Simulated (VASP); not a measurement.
# GaN (P6_3mc) in VASP: relaxation of shape and atoms at fixed volume with r2SCAN

Aim: the relaxation of shape and atoms at fixed volume of GaN with r2SCAN.

All numbers are computed with VASP 6.6.1; they aren't measurements. Logs are shortened: lines on timing, memory, paths and dates and some standing lists are left out, and cuts for length are marked.

## (1) The cell of the first run

The structure is hexagonal, space group P6_3mc (No. 186). Conventional cell: a = 3.118 Å, b = 3.118 Å, c = 5.078 Å, α = 90.00°, β = 90.00°, γ = 120.00°. Ga (site symmetry 3m) has 4 N at 1.91 Å within 2.5 Å. N (site symmetry 3m) has 4 Ga at 1.91 Å within 2.5 Å.

## (2) Relaxation of shape and atoms at fixed volume, r2SCAN (10.69 Å³/atom)

POSCAR reads:

```
GaN
1.0
    3.1181190354      0.0000000000      0.0000000000
   -1.5590595177      2.7003702967      0.0000000000
    0.0000000000      0.0000000000      5.0777789209
Ga N
2 2
Direct
    0.3333333333      0.6666666667     -0.0008898958
    0.6666666667      0.3333333333      0.4991101042
    0.3333333333      0.6666666667      0.3758898958
    0.6666666667      0.3333333333      0.8758898958
```

INCAR.step1 reads:

```
SYSTEM = GaN
  PREC = Accurate
  ENCUT = 600
  ISMEAR = 0
  SIGMA = 0.02
  LREAL = .FALSE.
  LASPH = .TRUE.
  NELM = 80
  GGA = PE
  ALGO = Normal
  EDIFF = 1E-4
  LWAVE = .TRUE.
  LCHARG = .FALSE.
```

INCAR.step2 reads:

```
SYSTEM = GaN
  PREC = Accurate
  ENCUT = 600
  EDIFF = 1E-6
  ISMEAR = 0
  SIGMA = 0.02
  LREAL = .FALSE.
  LASPH = .TRUE.
  NELM = 80
  ALGO = Normal
  ISIF = 4
  LWAVE = .FALSE.
  LCHARG = .FALSE.
  METAGGA = R2SCAN
  LMIXTAU = .TRUE.
  IBRION = 2
  NSW = 50
  EDIFFG = -0.01
  ISTART = 1
```

KPOINTS reads:

```
Automatic mesh
0
G
  12 12 6
  0 0 0
```

Potentials or basis: VASP PAW PBE potentials, release 64 (Ga_d, N).

Command:

```console
$ cat potpaw_PBE.64/Ga_d/POTCAR potpaw_PBE.64/N/POTCAR > POTCAR
$ cp INCAR.step1 INCAR
$ mpirun -np 1 vasp_std > vasp.out
$ cp INCAR.step2 INCAR
$ mpirun -np 1 vasp_std > vasp.out
```

OUTCAR:

```text
SYSTEM = GaN
   PREC = Accurate
   ENCUT = 600
   EDIFF = 1E-6
   ISMEAR = 0
   LREAL = .FALSE.
   LASPH = .TRUE.
   NELM = 80
   ISIF = 4
   METAGGA = R2SCAN
   IBRION = 2
   NSW = 50
   EDIFFG = -0.01
   ISTART = 1

 ion  position               nearest neighbor table
   1  0.333  0.667  0.999-   4 1.91   4 1.91   4 1.91   3 1.91
   2  0.667  0.333  0.499-   3 1.91   3 1.91   3 1.91   4 1.91
   3  0.333  0.667  0.376-   2 1.91   2 1.91   2 1.91   1 1.91
   4  0.667  0.333  0.876-   1 1.91   1 1.91   1 1.91   2 1.91

  LATTYP: Found a hexagonal cell.
 ALAT       =     3.1181190354
 C/A-ratio  =     1.6284750079

  Lattice vectors:

 A1 = (   3.1181190354,   0.0000000000,   0.0000000000)
 A2 = (  -1.5590595177,   2.7003702967,   0.0000000000)
 A3 = (   0.0000000000,   0.0000000000,   5.0777789209)

Analysis of symmetry for initial positions (statically):
=====================================================================
 Subroutine PRICEL returns:
 Original cell was already a primitive cell.

 Routine SETGRP: Setting up the symmetry group for a
 hexagonal supercell.

 Subroutine GETGRP returns: Found 12 space group operations
 (whereof  6 operations were pure point group operations)
 out of a pool of 24 trial point group operations.

The static configuration has the point symmetry C_3v.
 The point group associated with its full space group is C_6v.

Analysis of symmetry for dynamics (positions and initial velocities):
=====================================================================
 Subroutine PRICEL returns:
 Original cell was already a primitive cell.

 Routine SETGRP: Setting up the symmetry group for a
 hexagonal supercell.

 Subroutine GETGRP returns: Found 12 space group operations
 (whereof  6 operations were pure point group operations)
 out of a pool of 24 trial point group operations.

The dynamic configuration has the point symmetry C_3v.
 The point group associated with its full space group is C_6v.

 Subroutine INISYM returns: Found 12 space group operations
 (whereof  6 operations are pure point group operations),
 and found     1 'primitive' translations

----------------------------------------------------------------------------------------

                                     Primitive cell

  volume of cell :      42.7553

  direct lattice vectors                    reciprocal lattice vectors
     3.118119035  0.000000000  0.000000000     0.320706166  0.185159791  0.000000000
    -1.559059518  2.700370297  0.000000000     0.000000000  0.370319582  0.000000000
     0.000000000  0.000000000  5.077778921     0.000000000  0.000000000  0.196936498

  length of vectors
     3.118119035  3.118119035  5.077778921     0.370319582  0.370319582  0.196936498

  position of ions in fractional coordinates (direct lattice)
     0.333333333  0.666666667  0.999110104
     0.666666667  0.333333333  0.499110104
     0.333333333  0.666666667  0.375889896
     0.666666667  0.333333333  0.875889896

  ion indices of the primitive-cell ions
   primitive index   ion index
                 1           1
                 2           2
                 3           3
                 4           4

----------------------------------------------------------------------------------------

 KPOINTS: Automatic mesh

Automatic generation of k-mesh.
 Grid dimensions read from file:
 generate k-points for:   12   12    6

 Generating k-lattice:

  Cartesian coordinates                     Fractional coordinates (reciprocal lattice)
     0.026725514  0.015429983  0.000000000     0.083333333  0.000000000  0.000000000
     0.000000000  0.030859965  0.000000000     0.000000000  0.083333333  0.000000000
     0.000000000  0.000000000  0.032822750     0.000000000  0.000000000  0.166666667

  Length of vectors
     0.030859965  0.030859965  0.032822750

  Shift w.r.t. Gamma in fractional coordinates (k-lattice)
     0.000000000  0.000000000  0.000000000

 Subroutine IBZKPT returns following result:
 ===========================================

 Found     76 irreducible k-points:

 Following reciprocal coordinates:
            Coordinates               Weight
  0.000000  0.000000  0.000000      1.000000
  0.083333 -0.000000  0.000000      6.000000
  0.166667 -0.000000  0.000000      6.000000
  0.250000 -0.000000  0.000000      6.000000
  0.333333 -0.000000  0.000000      6.000000
  0.416667 -0.000000  0.000000      6.000000
[... 16 lines left out ...]
  0.250000 -0.000000  0.166667     12.000000
  0.333333 -0.000000  0.166667     12.000000
 [... further k-points ...]
   k-points           NKPTS =     76   k-points in BZ     NKDIM =     76   number of bands    NBANDS=     22
   number of dos      NEDOS =    301   number of ions     NIONS =      4
   total plane-waves  NPLWV =  32928
   dimension x,y,z NGX =    28 NGY =   28 NGZ =   42
   dimension x,y,z NGXF=    56 NGYF=   56 NGZF=   84
   ions per type =               2   2
   NGX,Y,Z   is equivalent  to a cutoff of  14.93, 14.93, 13.75 a.u.
   NGXF,Y,Z  is equivalent  to a cutoff of  29.86, 29.86, 27.50 a.u.
 SYSTEM =  GaN
   PREC   = accura    normal or accurate (medium, high low for compatibility)
   ISTART =      1    job   : 0-new  1-cont  2-samecut
   ICHARG =      0    charge: 1-file 2-atom 10-const
   ISPIN  =      1    spin polarized calculation?
   LNONCOLLINEAR =      F non collinear calculations
   LSORBIT =      F    spin-orbit coupling
   LASPH  =      T    aspherical Exc in radial PAW
   ENCUT  =  600.0 eV  44.10 Ry    6.64 a.u.   6.23  6.23 10.14*2*pi/ulx,y,z
   NELM   =     80;   NELMIN=  2; NELMDL=  0     # of ELM steps
   EDIFF  = 0.1E-05   stopping-criterion for ELM
   LREAL  =      F    real-space projection
   EDIFFG = -.1E-01   stopping-criterion for IOM
   NSW    =     50    number of steps for IOM
   IBRION =      2    ionic relax: 0-MD 1-quasi-New 2-CG
   NFREE  =      1    steps in history (QN), initial steepest desc. (CG)
   ISIF   =      4    stress and relaxation
   ISYM   =      2    0-nonsym 1-usesym 2-fastsym
   POTIM  = 0.5000    time-step for ionic-motion
   TEBEG  =    0.0;   TEEND  =   0.0 temperature during run
   PSTRESS=    0.0 pullay stress
   NELECT =      36.0000    total number of electrons
   NUPDOWN=      -1.0000    fix difference up-down
   EMIN   =  10.00;   EMAX   =-10.00  energy-range for DOS
   EFERMI =   0.00;   METHOD = LEGACY
   ISMEAR =     0;   SIGMA  =   0.02  broadening in eV -4-tet -1-fermi 0-gaus
   EFERMI_NEDOS =   21; number of points for ismear=-14 and -15
   IALGO  =     38    algorithm
   IMIX   =      4    mixing-type and parameters
     AMIX     =   0.40;   BMIX     =  1.00
     AMIX_MAG =   1.60;   BMIX_MAG =  1.00
  volume/ion in A,a.u.               =      10.69        72.13
  Fermi-wavevector in a.u.,A,eV,Ry     =   1.545892  2.921312 32.514946  2.389781
  Thomas-Fermi vector in A             =   2.651206
   LORBIT       =      0    0 simple, 1 ext, 2 COOP (PROOUT), +10 PAW based schemes
   METAGGA = R2SCAN    functional components
   LHFCALC =     F    Hartree Fock is set to
   AEXX    =    0.0000 exact exchange contribution
   IVDW    =     0    specifies the selected vdW correction
   LEPSILON=     F    determine dielectric tensor
   LRPA    =     F    only Hartree local field effects (RPA)
 conjugate gradient relaxation of ions
 non-spin polarized calculation
 Gauss-broadening in eV      SIGMA  =   0.02
  energy-cutoff  :      600.00
  volume of cell :       42.76
 maximum number of plane-waves:      1454
 NGX is ok and might be reduce to    28
   NGX = 13   NGY = 13   NGZ = 21

--------------------------------------- Ionic step        1  -------------------------------------------

 number of electron      36.0000001 magnetization

 Free energy of the ion-electron system (eV)
  ---------------------------------------------------
  ext. energy  EPLUGINS =         0.00000000
  ---------------------------------------------------
  free energy    TOTEN  =       -43.68705893 eV

  energy without entropy =      -43.68705893  energy(sigma->0) =      -43.68705893

------------------------ aborting loop because EDIFF is reached ----------------------------------------

  FORCE on cell =-STRESS in cart. coord.  units (eV):
  Direction    XX          YY          ZZ          XY          YZ          ZX
  --------------------------------------------------------------------------------------
  -------------------------------------------------------------------------------------
  Total        4.0865231      4.0865231      4.0560957      0.0000000      0.0000000      0.0000000
  in kB      153.1350964    153.1350964    151.9948845      0.0000000      0.0000000      0.0000000
  external PRESSURE =     152.7550258 kB  Pullay stress =       0.0000000 kB

 VOLUME and BASIS-vectors are now :
 -----------------------------------------------------------------------------
  energy-cutoff  :      600.00
  volume of cell :       42.76
      direct lattice vectors                 reciprocal lattice vectors
     3.118119035  0.000000000  0.000000000     0.320706166  0.185159791  0.000000000
    -1.559059518  2.700370297  0.000000000     0.000000000  0.370319582  0.000000000
     0.000000000  0.000000000  5.077778921     0.000000000  0.000000000  0.196936498
[... 39 lines left out ...]
 POSITION                                       TOTAL-FORCE (eV/Angst)
 -----------------------------------------------------------------------------------
     -0.00000      1.80047      5.07279         0.000000      0.000000     -0.011974
      1.55925      0.90023      2.53452         0.000000      0.000000     -0.011974
     -0.00000      1.80047      1.90745        -0.000000      0.000000      0.011974
      1.55925      0.90023      4.44572        -0.000000      0.000000      0.011974
 -----------------------------------------------------------------------------------
    total drift:                                0.000001      0.000001      0.007370

  FREE ENERGIE OF THE ION-ELECTRON SYSTEM (eV)
  ---------------------------------------------------
  free  energy   TOTEN  =       -43.6870579926 eV

  energy  without entropy=      -43.6870579926  energy(sigma->0) =      -43.68705799

--------------------------------------- Ionic step        3  -------------------------------------------

 number of electron      36.0000001 magnetization

 Free energy of the ion-electron system (eV)
  ---------------------------------------------------
  ext. energy  EPLUGINS =         0.00000000
  ---------------------------------------------------
  free energy    TOTEN  =       -43.68707281 eV

  energy without entropy =      -43.68707281  energy(sigma->0) =      -43.68707281

 E-fermi :   5.9479     XC(G=0): -13.0339

 val. band max:        5.8007298713   @ k =   0.0000   0.0000   0.0000
 cond. band min:       8.5735615001   @ k =   0.0000   0.0000   0.0000
 fundamental gap:      2.7728316288
 Fermi energy:         5.9478592755

 k-point     1 :       0.0000    0.0000    0.0000
  band No.  band energies     occupation
      1     -11.5722      2.00000
      2     -10.3757      2.00000
      3      -8.0913      2.00000
      4      -8.0732      2.00000
      5      -8.0732      2.00000
      6      -7.9906      2.00000
[... 14 lines left out ...]
     21      16.1416      0.00000
     22      16.7643      0.00000
[... 552 lines left out ...]
  band No.  band energies     occupation
      1     -10.6310      2.00000
      2     -10.1735      2.00000
      3      -8.0099      2.00000
      4      -7.9654      2.00000
      5      -7.8948      2.00000
      6      -7.8103      2.00000
[... 14 lines left out ...]
     21      13.7270      0.00000
     22      15.1951      0.00000

 [... further k-points ...]

------------------------ aborting loop because EDIFF is reached ----------------------------------------

  FORCE on cell =-STRESS in cart. coord.  units (eV):
  Direction    XX          YY          ZZ          XY          YZ          ZX
  --------------------------------------------------------------------------------------
  -------------------------------------------------------------------------------------
  Total        4.0672102      4.0672102      4.0945797      0.0000000      0.0000000     -0.0000000
  in kB      152.4113822    152.4113822    153.4370058      0.0000000      0.0000000     -0.0000000
  external PRESSURE =     152.7532567 kB  Pullay stress =       0.0000000 kB

 VOLUME and BASIS-vectors are now :
 -----------------------------------------------------------------------------
  energy-cutoff  :      600.00
  volume of cell :       42.76
      direct lattice vectors                 reciprocal lattice vectors
     3.118307115  0.000000000  0.000000000     0.320686822  0.185148623  0.000000000
    -1.559153558  2.700533179  0.000000000     0.000000000  0.370297246  0.000000000
    -0.000000000  0.000000000  5.077166409     0.000000000  0.000000000  0.196960257

 POSITION                                       TOTAL-FORCE (eV/Angst)
 -----------------------------------------------------------------------------------
     -0.00000      1.80036      5.07303        -0.000000     -0.000000      0.002571
      1.55915      0.90018      2.53445        -0.000000      0.000000      0.002571
     -0.00000      1.80036      1.90808         0.000000      0.000000     -0.002571
      1.55915      0.90018      4.44666         0.000000      0.000000     -0.002571
 -----------------------------------------------------------------------------------
    total drift:                                0.000001      0.000001      0.005863

  FREE ENERGIE OF THE ION-ELECTRON SYSTEM (eV)
  ---------------------------------------------------
  free  energy   TOTEN  =       -43.6870728087 eV

  energy  without entropy=      -43.6870728087  energy(sigma->0) =      -43.68707281

 reached required accuracy - stopping structural energy minimisation
```

It took 11 min on 1 thread of Intel Xeon Platinum 8259CL at 2.50GHz (Skylake/Cascade Lake), shared host; peak memory 0.25 GiB.

Results:

```yaml
Free_energy: -43.6871 eV
Energy_gained_by_relaxing: 0.0 meV/atom
Ionic_steps: 3
Pressure_after_relaxing: 15.3 GPa
Band_gap_on_the_k_mesh: 2.77 eV
```

Forces in eV/Å, atoms in the order of the input:
```
Ga   0.000  0.000  0.003
Ga   0.000  0.000  0.003
N    0.000  0.000 -0.003
N    0.000  0.000 -0.003
```

Final structure:
```xyz
4
Lattice="3.1183 0.0000 0.0000 -1.5592 2.7005 0.0000 0.0000 0.0000 5.0772" Properties=species:S:1:pos:R:3 pbc="T T T"
Ga    0.0000    1.8004    5.0730
Ga    1.5592    0.9002    2.5344
N     0.0000    1.8004    1.9081
N     1.5592    0.9002    4.4467
```

Caveat: the PAW data sets were made with another functional, which shifts forces and pressure a little.
